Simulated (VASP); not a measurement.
# AlN (F-43m) in VASP: single point with PBE

Aim: the single point of AlN with PBE.

All numbers are computed with VASP 6.6.1; they aren't measurements. Logs are shortened: lines on timing, memory, paths and dates and some standing lists are left out, and cuts for length are marked.

**1. The cell of the first run**

It takes space group F-43m (No. 216, cubic). Conventional cell: a = 4.368 Å, b = 4.368 Å, c = 4.368 Å, α = 90.00°, β = 90.00°, γ = 90.00°. Al (site symmetry -43m) has 4 N at 1.89 Å within 2.5 Å. Within 2.5 Å of N (site symmetry -43m) lie 4 Al at 1.89 Å.

**2. Single point, PBE**

INCAR reads:

```
SYSTEM = AlN
PREC = Accurate
ENCUT = 600
EDIFF = 1E-6
ISMEAR = 0
SIGMA = 0.01
LREAL = .FALSE.
LASPH = .TRUE.
NELM = 120
ALGO = Normal
ISIF = 2
LWAVE = .FALSE.
LCHARG = .FALSE.
GGA = PE
NBANDS = 11
GGA_COMPAT = .FALSE.
```

KPOINTS reads:

```
regular mesh
0
G
  7 7 7
  0 0 0
```

POSCAR reads:

```
AlN
1.0
    0.0000000000      2.1839940000      2.1839940000
    2.1839940000      0.0000000000      2.1839940000
    2.1839940000      2.1839940000      0.0000000000
Al N
1 1
Direct
    0.0000000000      0.0000000000      0.0000000000
    0.7500000000      0.7500000000      0.7500000000
```

Potentials or basis: VASP PAW PBE potentials, release 64 (Al, N).

The run is started by

```
> cat potpaw_PBE.64/Al/POTCAR potpaw_PBE.64/N/POTCAR > POTCAR
> mpirun -np 1 vasp_std > vasp.out
```

OUTCAR:

```text
SYSTEM = AlN
   PREC = Accurate
   ENCUT = 600
   EDIFF = 1E-6
   ISMEAR = 0
   LREAL = .FALSE.
   LASPH = .TRUE.
   NELM = 120
   ISIF = 2
   GGA = PE

 ion  position               nearest neighbor table
   1  0.000  0.000  0.000-   2 1.89   2 1.89   2 1.89   2 1.89
   2  0.750  0.750  0.750-   1 1.89   1 1.89   1 1.89   1 1.89

  LATTYP: Found a face centered cubic cell.
 ALAT       =     4.3679880000

  Lattice vectors:

 A1 = (   0.0000000000,   2.1839940000,   2.1839940000)
 A2 = (   2.1839940000,   0.0000000000,   2.1839940000)
 A3 = (   2.1839940000,   2.1839940000,   0.0000000000)

Analysis of symmetry for initial positions (statically):
=====================================================================
 Subroutine PRICEL returns:
 Original cell was already a primitive cell.

 Routine SETGRP: Setting up the symmetry group for a
 face centered cubic supercell.

 Subroutine GETGRP returns: Found 24 space group operations
 (whereof 24 operations were pure point group operations)
 out of a pool of 48 trial point group operations.

The static configuration has the point symmetry T_d .

Analysis of symmetry for dynamics (positions and initial velocities):
=====================================================================
 Subroutine PRICEL returns:
 Original cell was already a primitive cell.

 Routine SETGRP: Setting up the symmetry group for a
 face centered cubic supercell.

 Subroutine GETGRP returns: Found 24 space group operations
 (whereof 24 operations were pure point group operations)
 out of a pool of 48 trial point group operations.

The dynamic configuration has the point symmetry T_d .

 Subroutine INISYM returns: Found 24 space group operations
 (whereof 24 operations are pure point group operations),
 and found     1 'primitive' translations

----------------------------------------------------------------------------------------

                                     Primitive cell

  volume of cell :      20.8346

  direct lattice vectors                    reciprocal lattice vectors
     0.000000000  2.183994000  2.183994000    -0.228938358  0.228938358  0.228938358
     2.183994000  0.000000000  2.183994000     0.228938358 -0.228938358  0.228938358
     2.183994000  2.183994000  0.000000000     0.228938358  0.228938358 -0.228938358

  length of vectors
     3.088633935  3.088633935  3.088633935     0.396532868  0.396532868  0.396532868

  position of ions in fractional coordinates (direct lattice)
     0.000000000  0.000000000  0.000000000
     0.750000000  0.750000000  0.750000000

  ion indices of the primitive-cell ions
   primitive index   ion index
                 1           1
                 2           2

----------------------------------------------------------------------------------------

 KPOINTS: regular mesh

Automatic generation of k-mesh.
 Grid dimensions read from file:
 generate k-points for:    7    7    7

 Generating k-lattice:

  Cartesian coordinates                     Fractional coordinates (reciprocal lattice)
    -0.032705480  0.032705480  0.032705480     0.142857143  0.000000000  0.000000000
     0.032705480 -0.032705480  0.032705480     0.000000000  0.142857143  0.000000000
     0.032705480  0.032705480 -0.032705480     0.000000000  0.000000000  0.142857143

  Length of vectors
     0.056647553  0.056647553  0.056647553

  Shift w.r.t. Gamma in fractional coordinates (k-lattice)
     0.000000000  0.000000000  0.000000000

 Subroutine IBZKPT returns following result:
 ===========================================

 Found     20 irreducible k-points:

 Following reciprocal coordinates:
            Coordinates               Weight
  0.000000  0.000000  0.000000      1.000000
  0.142857  0.000000  0.000000      8.000000
  0.285714  0.000000  0.000000      8.000000
  0.428571  0.000000  0.000000      8.000000
  0.142857  0.142857  0.000000      6.000000
  0.285714  0.142857  0.000000     24.000000
[... 12 lines left out ...]
 -0.428571  0.428571  0.142857     24.000000
 -0.285714  0.428571  0.142857     24.000000
   k-points           NKPTS =     20   k-points in BZ     NKDIM =     20   number of bands    NBANDS=     11
   number of dos      NEDOS =    301   number of ions     NIONS =      2
   total plane-waves  NPLWV =  21952
   dimension x,y,z NGX =    28 NGY =   28 NGZ =   28
   dimension x,y,z NGXF=    56 NGYF=   56 NGZF=   56
   ions per type =               1   1
   NGX,Y,Z   is equivalent  to a cutoff of  15.07, 15.07, 15.07 a.u.
   NGXF,Y,Z  is equivalent  to a cutoff of  30.14, 30.14, 30.14 a.u.
 SYSTEM =  AlN
   PREC   = accura    normal or accurate (medium, high low for compatibility)
   ISTART =      0    job   : 0-new  1-cont  2-samecut
   ICHARG =      2    charge: 1-file 2-atom 10-const
   ISPIN  =      1    spin polarized calculation?
   LNONCOLLINEAR =      F non collinear calculations
   LSORBIT =      F    spin-orbit coupling
   LASPH  =      T    aspherical Exc in radial PAW
   ENCUT  =  600.0 eV  44.10 Ry    6.64 a.u.   6.17  6.17  6.17*2*pi/ulx,y,z
   NELM   =    120;   NELMIN=  2; NELMDL= -5     # of ELM steps
   EDIFF  = 0.1E-05   stopping-criterion for ELM
   LREAL  =      F    real-space projection
   EDIFFG = 0.1E-04   stopping-criterion for IOM
   NSW    =      0    number of steps for IOM
   IBRION =     -1    ionic relax: 0-MD 1-quasi-New 2-CG
   NFREE  =      0    steps in history (QN), initial steepest desc. (CG)
   ISIF   =      2    stress and relaxation
   ISYM   =      2    0-nonsym 1-usesym 2-fastsym
   POTIM  = 0.5000    time-step for ionic-motion
   TEBEG  =    0.0;   TEEND  =   0.0 temperature during run
   PSTRESS=    0.0 pullay stress
   NELECT =       8.0000    total number of electrons
   NUPDOWN=      -1.0000    fix difference up-down
   EMIN   =  10.00;   EMAX   =-10.00  energy-range for DOS
   EFERMI =   0.00;   METHOD = LEGACY
   ISMEAR =     0;   SIGMA  =   0.01  broadening in eV -4-tet -1-fermi 0-gaus
   EFERMI_NEDOS =   21; number of points for ismear=-14 and -15
   IALGO  =     38    algorithm
   IMIX   =      4    mixing-type and parameters
     AMIX     =   0.40;   BMIX     =  1.00
     AMIX_MAG =   1.60;   BMIX_MAG =  1.00
  volume/ion in A,a.u.               =      10.42        70.30
  Fermi-wavevector in a.u.,A,eV,Ry     =   1.189899  2.248583 19.263936  1.415859
  Thomas-Fermi vector in A             =   2.325996
   LORBIT       =      0    0 simple, 1 ext, 2 COOP (PROOUT), +10 PAW based schemes
   GGA     = PE    functional components
   LHFCALC =     F    Hartree Fock is set to
   AEXX    =    0.0000 exact exchange contribution
   IVDW    =     0    specifies the selected vdW correction
   LEPSILON=     F    determine dielectric tensor
   LRPA    =     F    only Hartree local field effects (RPA)
 non-spin polarized calculation
 Gauss-broadening in eV      SIGMA  =   0.01
  energy-cutoff  :      600.00
  volume of cell :       20.83
 maximum number of plane-waves:       725
 NGX is ok and might be reduce to    28
   NGX = 13   NGY = 13   NGZ = 13

 number of electron       7.9999999 magnetization

 Free energy of the ion-electron system (eV)
  ---------------------------------------------------
  ext. energy  EPLUGINS =         0.00000000
  ---------------------------------------------------
  free energy    TOTEN  =       -14.84148329 eV

  energy without entropy =      -14.84148329  energy(sigma->0) =      -14.84148329

 E-fermi :   6.0147     XC(G=0): -10.9337

 val. band max:        5.9704129175   @ k =   0.0000   0.0000   0.0000
 cond. band min:       9.5898035498   @ k =   0.4286   0.4286   0.0000
 fundamental gap:      3.6193906323
 Fermi energy:         6.0146779470

 k-point     1 :       0.0000    0.0000    0.0000
  band No.  band energies     occupation
      1      -9.0112      2.00000
      2       5.9704      2.00000
      3       5.9704      2.00000
      4       5.9704      2.00000
      5      10.1663      0.00000
      6      18.5303      0.00000
      7      18.5303      0.00000
      8      18.5303      0.00000
      9      23.6586      0.00000
     10      23.6586      0.00000
     11      25.0604      0.00000

 k-point     2 :       0.1429    0.0000    0.0000
  band No.  band energies     occupation
      1      -8.7162      2.00000
      2       4.5091      2.00000
      3       5.8701      2.00000
      4       5.8701      2.00000
      5      11.3145      0.00000
      6      17.8152      0.00000
      7      18.7145      0.00000
      8      18.7145      0.00000
      9      21.9714      0.00000
     10      21.9714      0.00000
     11      23.8387      0.00000

 k-point     3 :       0.2857    0.0000    0.0000
  band No.  band energies     occupation
      1      -7.9353      2.00000
      2       2.1314      2.00000
      3       5.6627      2.00000
      4       5.6627      2.00000
      5      12.7011      0.00000
      6      16.6791      0.00000
      7      18.0376      0.00000
      8      18.0376      0.00000
      9      22.7109      0.00000
     10      22.7109      0.00000
     11      23.1937      0.00000

 k-point     4 :       0.4286    0.0000    0.0000
  band No.  band energies     occupation
      1      -7.1091      2.00000
      2       0.3824      2.00000
      3       5.5117      2.00000
      4       5.5117      2.00000
      5      13.2870      0.00000
      6      15.9419      0.00000
      7      17.2293      0.00000
      8      17.2293      0.00000
      9      23.7769      0.00000
     10      25.2944      0.00000
     11      25.2944      0.00000
[... 183 lines left out ...]
 k-point    18 :      -0.4286    0.2857    0.1429
  band No.  band energies     occupation
      1      -6.6758      2.00000
      2       1.1821      2.00000
      3       3.4908      2.00000
      4       4.7211      2.00000
      5      12.7675      0.00000
      6      15.6896      0.00000
      7      17.7950      0.00000
      8      19.0129      0.00000
      9      22.5437      0.00000
     10      25.0704      0.00000
     11      28.7145      0.00000

 k-point    19 :      -0.4286    0.4286    0.1429
  band No.  band energies     occupation
      1      -6.4399      2.00000
      2       1.5149      2.00000
      3       3.4975      2.00000
      4       3.8565      2.00000
      5      11.0698      0.00000
      6      15.9967      0.00000
      7      18.3619      0.00000
      8      19.9394      0.00000
      9      22.1384      0.00000
     10      26.6801      0.00000
     11      30.4612      0.00000

 k-point    20 :      -0.2857    0.4286    0.1429
  band No.  band energies     occupation
      1      -6.3326      2.00000
      2       1.9976      2.00000
      3       2.2988      2.00000
      4       3.9868      2.00000
      5      11.9585      0.00000
      6      16.6023      0.00000
      7      18.3293      0.00000
      8      18.8206      0.00000
      9      22.7180      0.00000
     10      24.8491      0.00000
     11      30.8276      0.00000

------------------------ aborting loop because EDIFF is reached ----------------------------------------

  FORCE on cell =-STRESS in cart. coord.  units (eV):
  Direction    XX          YY          ZZ          XY          YZ          ZX
  --------------------------------------------------------------------------------------
  -------------------------------------------------------------------------------------
  Total        0.5796839      0.5796839      0.5796839      0.0000000     -0.0000000      0.0000000
  in kB       44.5776862     44.5776862     44.5776862      0.0000000     -0.0000000      0.0000000
  external PRESSURE =      44.5776862 kB  Pullay stress =       0.0000000 kB

 VOLUME and BASIS-vectors are now :
 -----------------------------------------------------------------------------
  energy-cutoff  :      600.00
  volume of cell :       20.83
      direct lattice vectors                 reciprocal lattice vectors
     0.000000000  2.183994000  2.183994000    -0.228938358  0.228938358  0.228938358
     2.183994000  0.000000000  2.183994000     0.228938358 -0.228938358  0.228938358
     2.183994000  2.183994000  0.000000000     0.228938358  0.228938358 -0.228938358

 POSITION                                       TOTAL-FORCE (eV/Angst)
 -----------------------------------------------------------------------------------
      0.00000      0.00000      0.00000         0.000000      0.000000     -0.000000
      3.27599      3.27599      3.27599        -0.000000     -0.000000      0.000000
 -----------------------------------------------------------------------------------
    total drift:                               -0.000000     -0.000000     -0.000000

  FREE ENERGIE OF THE ION-ELECTRON SYSTEM (eV)
  ---------------------------------------------------
  free  energy   TOTEN  =       -14.8414832920 eV

  energy  without entropy=      -14.8414832920  energy(sigma->0) =      -14.84148329
```

Wall time 9.1 s (1 thread of Intel Xeon 8259CL, shared host); peak memory 0.15 GiB.

Results:

- Free energy: -14.8415 eV
- Pressure: 4.5 GPa
- Band gap on the k mesh: 3.62 eV, indirect (least direct gap 4.20 eV)

Levels at points of the mesh, in eV from the valence-band top:
```
           k point  band 1  band 2  band 3  band 4  band 5  band 6  band 7  band 8
(0.00, 0.00, 0.00)  -14.98    0.00    0.00    0.00    4.20   12.56   12.56   12.56
```
